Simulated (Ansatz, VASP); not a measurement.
# Ti3Al5: VASP beside Ansatz

File INCAR:

```
  ALGO = Normal
  EDIFF = 1E-7
  ENCUT = 520
  GGA = PS
  ISIF = 2
  ISMEAR = 0
  LASPH = T
  LCHARG = F
  LREAL = F
  LWAVE = F
  NBANDS = 36
  NELM = 100
  PREC = Accurate
  SIGMA = 0.05
```

The input KPOINTS:

```
k-points
0
Gamma
  10 10 4
```

File POSCAR:

```
Ti3Al5
1.0
    4.0453508373      0.0000000000      0.0000000000
    0.0000000000      4.0453508373      0.0000000000
    0.0000000000      0.0000000000      8.6465663205
Ti Al
3 5
Direct
    0.0000000000      0.0000000000      0.5000000000
    0.5000000000      0.5000000000      0.0000000000
    0.5000000000      0.5000000000      0.5000000000
    0.0000000000      0.5000000000      0.2504879700
    0.0000000000      0.5000000000      0.7495120300
    0.5000000000      0.0000000000      0.2504879700
    0.5000000000      0.0000000000      0.7495120300
    0.0000000000      0.0000000000      0.0000000000
```

Input for Ansatz:

```yaml
crystal:
  lattice:
    - [4.0453508373, 0.0, 0.0]
    - [0.0, 4.0453508373, 0.0]
    - [0.0, 0.0, 8.6465663205]
  atoms:
    - { symbol: Ti, position: [0.0, 0.0, 0.5] }
    - { symbol: Ti, position: [0.5, 0.5, 0.0] }
    - { symbol: Ti, position: [0.5, 0.5, 0.5] }
    - { symbol: Al, position: [0.0, 0.5, 0.25048797] }
    - { symbol: Al, position: [0.0, 0.5, 0.74951203] }
    - { symbol: Al, position: [0.5, 0.0, 0.25048797] }
    - { symbol: Al, position: [0.5, 0.0, 0.74951203] }
    - { symbol: Al, position: [0.0, 0.0, 0.0] }
basis:
  ecutwfc: 500
  fft_grid_basis: typed
kpoints:
  mp_grid: { grid: [10, 10, 4] }
hamiltonian:
  xc: pbesol
  pseudopotentials: { kind: paw }
scf:
  occupations: { method: gaussian, width: 0.05 }
output:
  forces: true
  stress: true
  eigenvalues: true
  bader: true
  write_density: true
  volumetric_format: npy
  elf: true
```

Alike in both runs: task single point; functional PBEsol; k mesh 10 × 10 × 4; occupations gaussian, width 0.05 eV; no spin polarisation.

|  | VASP | Ansatz |
| --- | --- | --- |
| version | VASP 6.6.1 | Ansatz 0.2.0 |
| potentials or method | VASP PAW PBE potentials, release 64 (Ti_sv, Al), cutoff 520 eV | scalar-relativistic, plane waves, PAW |
| valence electrons in the cell | 51 | 51 |

|  | VASP | Ansatz | Ansatz less VASP |
| --- | --- | --- | --- |
| gap on the k mesh at the Fermi level (eV) | none | none | - |
| pressure (GPa) | -11.2 | -11.2 | -0.05 |
| traceless stress, the component that is largest in VASP (GPa) | 0.18 | 0.19 | +0.006 |
| rms of the force components (eV/Å) | 0.090 | 0.090 | +0.0007 |

VASP's potentials were made for PBE, not for PBEsol. Atom by atom the forces differ by 0.001 eV/Å (rms over components). A gap of «none» marks a metal or a gap that the smearing closes. With one functional, cell and mesh, what is left measures potentials, basis and numerics.
